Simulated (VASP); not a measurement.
# Cu3O2 (Pm-3m) in VASP: further runs

The runs below take Cu3O2 through single point, relaxation of cell and atoms, with PBE.

All numbers are computed with VASP 6.6.1; they aren't measurements. Logs are shortened: lines on timing, memory, paths and dates and some standing lists are left out, and cuts for length are marked.

## Step 1: The cell of the first run

Symmetry: Pm-3m, No. 221, cubic system. The conventional cell has a = 3.865 Å, b = 3.865 Å, c = 3.865 Å, α = 90.00°, β = 90.00°, γ = 90.00°. Within 2.6 Å of Cu (site symmetry 4/mmm) lie 2 O at 1.93 Å. O (site symmetry m-3m) has 6 Cu at 1.93 Å within 2.6 Å. Within 3.6 Å of O (site symmetry m-3m) lie 12 Cu at 2.73 Å and 8 O at 3.35 Å.

The cell was built from a structure type or drawn by symmetry, and may not be a known phase.

## Step 2: Single point, PBE, collinear spin

File INCAR:

```
PREC = Accurate ; ENCUT = 520
EDIFF = 1E-7 ; ISMEAR = 0
SIGMA = 0.1 ; LREAL = False
LASPH = True ; NELM = 150
ALGO = Normal ; ISIF = 2
LWAVE = False ; LCHARG = False
ISPIN = 2 ; MAGMOM = 1 1 1 0 0
LORBIT = 11 ; LMAXMIX = 4
GGA = PE ; NBANDS = 34
```

File KPOINTS:

```
Automatic mesh
0
Gamma
  4 4 4
```

File POSCAR:

```
Cu3O2
1.0
    3.8647937223      0.0000000000      0.0000000000
    0.0000000000      3.8647937223      0.0000000000
    0.0000000000      0.0000000000      3.8647937223
Cu O
3 2
Direct
    0.5000000000      0.0000000000      0.0000000000
    0.0000000000      0.5000000000      0.0000000000
    0.0000000000      0.0000000000      0.5000000000
    0.0000000000      0.0000000000      0.0000000000
    0.5000000000      0.5000000000      0.5000000000
```

Potentials or basis: VASP PAW PBE potentials, release 64 (Cu, O).

Launch:

```
cat potpaw_PBE.64/Cu/POTCAR potpaw_PBE.64/O/POTCAR > POTCAR
mpirun -np 1 vasp_std > vasp.out
```

OUTCAR:

```text
PREC = Accurate
   ENCUT = 520
   EDIFF = 1E-7
   ISMEAR = 0
   LREAL = False
   LASPH = True
   NELM = 150
   ISIF = 2
   ISPIN = 2
   LORBIT = 11
   GGA = PE

 ion  position               nearest neighbor table
   1  0.500  0.000  0.000-   4 1.93   4 1.93   2 2.73   3 2.73   2 2.73   2 2.73   3 2.73   3 2.73
                             3 2.73   2 2.73
   2  0.000  0.500  0.000-   4 1.93   4 1.93   1 2.73   3 2.73   1 2.73   3 2.73   3 2.73   3 2.73
                             1 2.73   1 2.73
   3  0.000  0.000  0.500-   4 1.93   4 1.93   1 2.73   1 2.73   2 2.73   2 2.73   2 2.73   2 2.73
                             1 2.73   1 2.73
   4  0.000  0.000  0.000-   1 1.93   2 1.93   3 1.93   3 1.93   2 1.93   1 1.93
   5  0.500  0.500  0.500-

  LATTYP: Found a simple cubic cell.
 ALAT       =     3.8647937223

  Lattice vectors:

 A1 = (   3.8647937223,   0.0000000000,   0.0000000000)
 A2 = (   0.0000000000,   3.8647937223,   0.0000000000)
 A3 = (   0.0000000000,   0.0000000000,   3.8647937223)

Analysis of symmetry for initial positions (statically):
=====================================================================
 Subroutine PRICEL returns:
 Original cell was already a primitive cell.

 Routine SETGRP: Setting up the symmetry group for a
 simple cubic supercell.

 Subroutine GETGRP returns: Found 48 space group operations
 (whereof 48 operations were pure point group operations)
 out of a pool of 48 trial point group operations.

The static configuration has the point symmetry O_h .

Analysis of symmetry for dynamics (positions and initial velocities):
=====================================================================
 Subroutine PRICEL returns:
 Original cell was already a primitive cell.

 Routine SETGRP: Setting up the symmetry group for a
 simple cubic supercell.

 Subroutine GETGRP returns: Found 48 space group operations
 (whereof 48 operations were pure point group operations)
 out of a pool of 48 trial point group operations.

The dynamic configuration has the point symmetry O_h .

Analysis of structural, dynamic, and magnetic symmetry:
=====================================================================
 Subroutine PRICEL returns:
 Original cell was already a primitive cell.

 Routine SETGRP: Setting up the symmetry group for a
 simple cubic supercell.

 Subroutine GETGRP returns: Found 48 space group operations
 (whereof 48 operations were pure point group operations)
 out of a pool of 48 trial point group operations.

The overall configuration has the point symmetry O_h .

 Subroutine INISYM returns: Found 48 space group operations
 (whereof 48 operations are pure point group operations),
 and found     1 'primitive' translations

----------------------------------------------------------------------------------------

                                     Primitive cell

  volume of cell :      57.7270

  direct lattice vectors                    reciprocal lattice vectors
     3.864793722  0.000000000  0.000000000     0.258746022  0.000000000  0.000000000
     0.000000000  3.864793722  0.000000000     0.000000000  0.258746022  0.000000000
     0.000000000  0.000000000  3.864793722     0.000000000  0.000000000  0.258746022

  length of vectors
     3.864793722  3.864793722  3.864793722     0.258746022  0.258746022  0.258746022

  position of ions in fractional coordinates (direct lattice)
     0.500000000  0.000000000  0.000000000
     0.000000000  0.500000000  0.000000000
     0.000000000  0.000000000  0.500000000
     0.000000000  0.000000000  0.000000000
     0.500000000  0.500000000  0.500000000

  ion indices of the primitive-cell ions
   primitive index   ion index
                 1           1
                 2           2
                 3           3
                 4           4
                 5           5

----------------------------------------------------------------------------------------

 KPOINTS: Automatic mesh
[... 26 lines left out ...]
  0.250000  0.000000  0.000000      6.000000
  0.500000  0.000000  0.000000      3.000000
  0.250000  0.250000  0.000000     12.000000
  0.500000  0.250000  0.000000     12.000000
  0.500000  0.500000  0.000000      3.000000
  0.250000  0.250000  0.250000      8.000000
  0.500000  0.250000  0.250000     12.000000
  0.500000  0.500000  0.250000      6.000000
  0.500000  0.500000  0.500000      1.000000
   k-points           NKPTS =     10   k-points in BZ     NKDIM =     10   number of bands    NBANDS=     34
   number of dos      NEDOS =    301   number of ions     NIONS =      5
   total plane-waves  NPLWV =  27000
   dimension x,y,z NGX =    30 NGY =   30 NGZ =   30
   dimension x,y,z NGXF=    60 NGYF=   60 NGZF=   60
   ions per type =               3   2
   NGX,Y,Z   is equivalent  to a cutoff of  12.90, 12.90, 12.90 a.u.
   NGXF,Y,Z  is equivalent  to a cutoff of  25.81, 25.81, 25.81 a.u.
 SYSTEM =  unknown system
   PREC   = accura    normal or accurate (medium, high low for compatibility)
   ISTART =      0    job   : 0-new  1-cont  2-samecut
   ICHARG =      2    charge: 1-file 2-atom 10-const
   ISPIN  =      2    spin polarized calculation?
   LNONCOLLINEAR =      F non collinear calculations
   LSORBIT =      F    spin-orbit coupling
   LASPH  =      T    aspherical Exc in radial PAW
   ENCUT  =  520.0 eV  38.22 Ry    6.18 a.u.   7.19  7.19  7.19*2*pi/ulx,y,z
   NELM   =    150;   NELMIN=  2; NELMDL= -5     # of ELM steps
   EDIFF  = 0.1E-06   stopping-criterion for ELM
   LREAL  =      F    real-space projection
   EDIFFG = 0.1E-05   stopping-criterion for IOM
   NSW    =      0    number of steps for IOM
   IBRION =     -1    ionic relax: 0-MD 1-quasi-New 2-CG
   NFREE  =      0    steps in history (QN), initial steepest desc. (CG)
   ISIF   =      2    stress and relaxation
   ISYM   =      2    0-nonsym 1-usesym 2-fastsym
   POTIM  = 0.5000    time-step for ionic-motion
   TEBEG  =    0.0;   TEEND  =   0.0 temperature during run
   PSTRESS=    0.0 pullay stress
   NELECT =      45.0000    total number of electrons
   NUPDOWN=      -1.0000    fix difference up-down
   EMIN   =  10.00;   EMAX   =-10.00  energy-range for DOS
   EFERMI =   0.00;   METHOD = LEGACY
   ISMEAR =     0;   SIGMA  =   0.10  broadening in eV -4-tet -1-fermi 0-gaus
   EFERMI_NEDOS =   21; number of points for ismear=-14 and -15
   IALGO  =     38    algorithm
   IMIX   =      4    mixing-type and parameters
     AMIX     =   0.40;   BMIX     =  1.00
     AMIX_MAG =   1.60;   BMIX_MAG =  1.00
  volume/ion in A,a.u.               =      11.55        77.91
  Fermi-wavevector in a.u.,A,eV,Ry     =   1.506674  2.847201 30.886138  2.270067
  Thomas-Fermi vector in A             =   2.617361
   LORBIT       =     11    0 simple, 1 ext, 2 COOP (PROOUT), +10 PAW based schemes
   GGA     = PE    functional components
   LHFCALC =     F    Hartree Fock is set to
   AEXX    =    0.0000 exact exchange contribution
   IVDW    =     0    specifies the selected vdW correction
   LEPSILON=     F    determine dielectric tensor
   LRPA    =     F    only Hartree local field effects (RPA)
 spin polarized calculation
 Gauss-broadening in eV      SIGMA  =   0.10
  energy-cutoff  :      520.00
  volume of cell :       57.73
 maximum number of plane-waves:      1596
 NGX is ok and might be reduce to    30
   NGX = 15   NGY = 15   NGZ = 15

 number of electron      44.9999931 magnetization       0.0001036

 number of electron      44.9999931 magnetization      -0.0001318

 Free energy of the ion-electron system (eV)
  ---------------------------------------------------
  ext. energy  EPLUGINS =         0.00000000
  ---------------------------------------------------
  free energy    TOTEN  =       -20.73674426 eV

  energy without entropy =      -20.72036380  energy(sigma->0) =      -20.72855403

 E-fermi :   4.8872     XC(G=0): -11.5655

 val. band max:        4.8451202254   @ k =   0.2500   0.2500   0.2500
 cond. band min:       4.9883669618   @ k =   0.5000   0.5000   0.2500
 fundamental gap:      0.1432467364
 Fermi energy:         4.8872429170

 spin component 1

 k-point     1 :       0.0000    0.0000    0.0000
  band No.  band energies     occupation
      1     -16.2597      1.00000
      2     -11.2486      1.00000
      3      -1.4922      1.00000
      4      -1.4922      1.00000
      5      -1.4922      1.00000
      6       1.7352      1.00000
[... 359 lines left out ...]
     33      21.8860      0.00000
     34      24.8730      0.00000
 Fermi energy:         4.8872429170

 spin component 2

 k-point     1 :       0.0000    0.0000    0.0000
  band No.  band energies     occupation
      1     -16.2597      1.00000
      2     -11.2487      1.00000
      3      -1.4922      1.00000
      4      -1.4922      1.00000
      5      -1.4922      1.00000
      6       1.7352      1.00000
[... 359 lines left out ...]
     33      21.8860      0.00000
     34      24.8736      0.00000

------------------------ aborting loop because EDIFF is reached ----------------------------------------

  FORCE on cell =-STRESS in cart. coord.  units (eV):
  Direction    XX          YY          ZZ          XY          YZ          ZX
  --------------------------------------------------------------------------------------
  -------------------------------------------------------------------------------------
  Total        0.1719519      0.1719519      0.1719519     -0.0000000      0.0000000     -0.0000000
  in kB        4.7724186      4.7724186      4.7724186     -0.0000000      0.0000000     -0.0000000
  external PRESSURE =       4.7724186 kB  Pullay stress =       0.0000000 kB

 VOLUME and BASIS-vectors are now :
 -----------------------------------------------------------------------------
  energy-cutoff  :      520.00
  volume of cell :       57.73
      direct lattice vectors                 reciprocal lattice vectors
     3.864793722  0.000000000  0.000000000     0.258746022  0.000000000  0.000000000
     0.000000000  3.864793722  0.000000000     0.000000000  0.258746022  0.000000000
     0.000000000  0.000000000  3.864793722     0.000000000  0.000000000  0.258746022

 POSITION                                       TOTAL-FORCE (eV/Angst)
 -----------------------------------------------------------------------------------
      1.93240      0.00000      0.00000         0.000000      0.000000      0.000000
      0.00000      1.93240      0.00000         0.000000      0.000000      0.000000
      0.00000      0.00000      1.93240         0.000000      0.000000      0.000000
      0.00000      0.00000      0.00000         0.000000      0.000000      0.000000
      1.93240      1.93240      1.93240         0.000000      0.000000      0.000000
 -----------------------------------------------------------------------------------
    total drift:                                0.000000     -0.000000      0.000000

  FREE ENERGIE OF THE ION-ELECTRON SYSTEM (eV)
  ---------------------------------------------------
  free  energy   TOTEN  =       -20.7367442558 eV

  energy  without entropy=      -20.7203637951  energy(sigma->0) =      -20.72855403

 total charge

# of ion       s       p       d       tot
------------------------------------------
    1        0.313   0.286   9.276   9.875
    2        0.313   0.286   9.276   9.875
    3        0.313   0.286   9.276   9.875
    4        1.549   3.488   0.000   5.037
    5        1.601   3.154   0.000   4.755
--------------------------------------------------
tot          4.088   7.501  27.827  39.416

 magnetization (x)

# of ion       s       p       d       tot
------------------------------------------
    1        0.000   0.000  -0.000  -0.000
    2        0.000   0.000  -0.000  -0.000
    3        0.000   0.000  -0.000  -0.000
    4        0.000  -0.000   0.000  -0.000
    5       -0.000  -0.000   0.000  -0.000
--------------------------------------------------
tot          0.000  -0.000  -0.000  -0.000
```

It took 32 s on 1 thread of Intel Xeon Platinum 8488C (Sapphire Rapids), shared host; peak memory 0.19 GiB.

Results:

| Property | Result |
| --- | --- |
| Free energy | -20.7367 eV |
| Pressure | 0.5 GPa |
| Net moment | 0.00 μB per cell |
| Valence electrons inside the program's atomic spheres | Cu 9.88; O 5.04, 4.75 |

Levels at points of the mesh, in eV from the Fermi level:
Spin up:
```csv
k point,band 20,band 21,band 22,band 23,band 24,band 25,band 26,band 27
"(0.00, 0.00, 0.00)",-1.22,-1.22,-1.22,-1.09,0.11,5.52,5.52,8.41
"(0.50, 0.00, 0.00)",-1.22,-0.79,-0.49,-0.49,2.91,3.55,6.96,7.65
"(0.50, 0.50, 0.00)",-1.08,-0.14,0.26,0.26,2.41,2.55,5.73,5.73
"(0.50, 0.50, 0.50)",-1.21,-0.06,-0.06,-0.06,5.10,5.10,5.10,6.27
```
Spin down:
```csv
k point,band 21,band 22,band 23,band 24,band 25,band 26
"(0.00, 0.00, 0.00)",-1.22,-1.22,-1.09,0.11,5.52,5.52
"(0.50, 0.00, 0.00)",-0.79,-0.49,-0.49,2.91,3.55,6.96
"(0.50, 0.50, 0.00)",-0.14,0.26,0.26,2.41,2.55,5.73
"(0.50, 0.50, 0.50)",-0.06,-0.06,-0.06,5.10,5.10,5.10
```

Caveat: the k points lie up to 0.41 Å⁻¹ apart.

## Step 3: Single point, PBE, collinear spin

This run uses another cell than the first one, of 11.83 Å³/atom.

File INCAR:

```
SYSTEM = Cu3O2
  ALGO = Normal
  EDIFF = 1E-6
  ENCUT = 520
  GGA = PE
  ISIF = 2
  ISMEAR = 0
  ISPIN = 2
  LASPH = .TRUE.
  LCHARG = .FALSE.
  LMAXMIX = 4
  LORBIT = 11
  LREAL = .FALSE.
  LWAVE = .FALSE.
  MAGMOM = 1 1 1 0 0
  NBANDS = 34
  NELM = 150
  PREC = Accurate
  SIGMA = 0.1
```

File KPOINTS:

```
k-points
0
G
  4 4 4
  0 0 0
```

Edit POSCAR of step 2 so:

```diff
@@ -2,5 +2,5 @@
 1.0
-    3.8647937223      0.0000000000      0.0000000000
-    0.0000000000      3.8647937223      0.0000000000
-    0.0000000000      0.0000000000      3.8647937223
+    3.8968390100      0.0000000000      0.0000000000
+    0.0000000000      3.8968390100      0.0000000000
+    0.0000000000      0.0000000000      3.8968390100
 Cu O
```

Potentials or basis: VASP PAW PBE potentials, release 64 (Cu, O).

Launch:

```
cat potpaw_PBE.64/Cu/POTCAR potpaw_PBE.64/O/POTCAR > POTCAR
mpirun -np 1 vasp_std > vasp.out
```

OUTCAR:

```text
SYSTEM = Cu3O2
   EDIFF = 1E-6
   ENCUT = 520
   GGA = PE
   ISIF = 2
   ISMEAR = 0
   ISPIN = 2
   LASPH = .TRUE.
   LORBIT = 11
   LREAL = .FALSE.
   NELM = 150
   PREC = Accurate

 ion  position               nearest neighbor table
   1  0.500  0.000  0.000-   4 1.95   4 1.95   2 2.76   3 2.76   2 2.76   2 2.76   3 2.76   3 2.76
                             3 2.76   2 2.76
   2  0.000  0.500  0.000-   4 1.95   4 1.95   1 2.76   3 2.76   1 2.76   3 2.76   3 2.76   3 2.76
                             1 2.76   1 2.76
   3  0.000  0.000  0.500-   4 1.95   4 1.95   1 2.76   1 2.76   2 2.76   2 2.76   2 2.76   2 2.76
                             1 2.76   1 2.76
   4  0.000  0.000  0.000-   1 1.95   2 1.95   3 1.95   3 1.95   2 1.95   1 1.95
   5  0.500  0.500  0.500-

[... 963 lines left out ...]
 -----------------------------------------------------------------------------------
      1.94842      0.00000      0.00000         0.000000      0.000000      0.000000
      0.00000      1.94842      0.00000         0.000000      0.000000      0.000000
      0.00000      0.00000      1.94842         0.000000      0.000000      0.000000
      0.00000      0.00000      0.00000         0.000000      0.000000      0.000000
      1.94842      1.94842      1.94842         0.000000      0.000000      0.000000
 -----------------------------------------------------------------------------------
    total drift:                                0.000000     -0.000000      0.000000

  FREE ENERGIE OF THE ION-ELECTRON SYSTEM (eV)
  ---------------------------------------------------
  free  energy   TOTEN  =       -20.7289665080 eV

  energy  without entropy=      -20.7113334460  energy(sigma->0) =      -20.72014998

 total charge

# of ion       s       p       d       tot
------------------------------------------
    1        0.306   0.272   9.272   9.851
    2        0.306   0.272   9.272   9.851
    3        0.306   0.272   9.272   9.851
    4        1.550   3.471   0.000   5.021
    5        1.601   3.147   0.000   4.749
--------------------------------------------------
tot          4.070   7.436  27.816  39.322

 magnetization (x)

# of ion       s       p       d       tot
------------------------------------------
    1        0.000   0.000  -0.000  -0.000
    2        0.000   0.000  -0.000  -0.000
    3        0.000   0.000  -0.000  -0.000
    4       -0.000  -0.000   0.000  -0.000
    5       -0.000  -0.000   0.000  -0.000
--------------------------------------------------
tot         -0.000  -0.000  -0.000  -0.000
```

OSZICAR:

```text
N       E                     dE             d eps       ncg     rms          rms(c)
DAV:   1     0.409942009440E+03    0.40994E+03   -0.19947E+04  1408   0.208E+03
DAV:   2     0.357032441126E+02   -0.37424E+03   -0.34461E+03  1408   0.398E+02
DAV:   3    -0.238839336541E+02   -0.59587E+02   -0.55106E+02  1538   0.172E+02
DAV:   4    -0.269227432058E+02   -0.30388E+01   -0.30014E+01  1812   0.442E+01
DAV:   5    -0.269584203850E+02   -0.35677E-01   -0.35660E-01  1700   0.490E+00    0.194E+01
DAV:   6    -0.296024715121E+02   -0.26441E+01   -0.48956E+01  1788   0.136E+02    0.229E+01
DAV:   7    -0.211969457470E+02    0.84055E+01   -0.31167E+01  1996   0.735E+01    0.552E+00
DAV:   8    -0.208018290990E+02    0.39512E+00   -0.21293E+00  1758   0.145E+01    0.228E+00
DAV:   9    -0.207560799581E+02    0.45749E-01   -0.61792E-01  1976   0.744E+00    0.147E+00
DAV:  10    -0.207296570643E+02    0.26423E-01   -0.77217E-02  1860   0.295E+00    0.365E-01
DAV:  11    -0.207289316808E+02    0.72538E-03   -0.21158E-02  2070   0.149E+00    0.137E-01
DAV:  12    -0.207289758684E+02   -0.44188E-04   -0.13851E-03  1890   0.486E-01    0.896E-02
DAV:  13    -0.207289491997E+02    0.26669E-04   -0.26900E-04  2012   0.192E-01    0.282E-02
DAV:  14    -0.207289686513E+02   -0.19452E-04   -0.70294E-05  1808   0.871E-02    0.128E-02
DAV:  15    -0.207289666410E+02    0.20103E-05   -0.29552E-06  1340   0.298E-02    0.398E-03
DAV:  16    -0.207289665080E+02    0.13305E-06   -0.12123E-06   906   0.863E-03
   1 F= -.20728967E+02 E0= -.20720150E+02  d E =-.176331E-01  mag=    -0.0003
```

stdout:

```text
POSCAR found type information on POSCAR CuO
 POSCAR found :  2 types and       5 ions
 scaLAPACK will be used
 LDA part: xc-table for (Slater+PW92), standard interpolation
 POSCAR, INCAR and KPOINTS ok, starting setup
 FFT: planning ... GRIDC
 FFT: planning ... GRID_SOFT
 FFT: planning ... GRID
 WAVECAR not read
 entering main loop
```

Wall time 32 s (1 thread of Intel Xeon Platinum 8488C (Sapphire Rapids), shared host); peak memory 0.19 GiB.

Results:

```yaml
Free_energy: -20.7290 eV
Pressure: -2.4 GPa
Net_moment: 0.00 μB per cell
Valence_electrons_inside_the_program's_atomic_spheres: Cu 9.85; O 5.02, 4.75
```

Caveat: the k points lie up to 0.40 Å⁻¹ apart. With open d or f shells a metallic result of PBE can be an artefact of self-interaction; +U or a hybrid may open a gap.

(Part 1 of 2 ends here.)
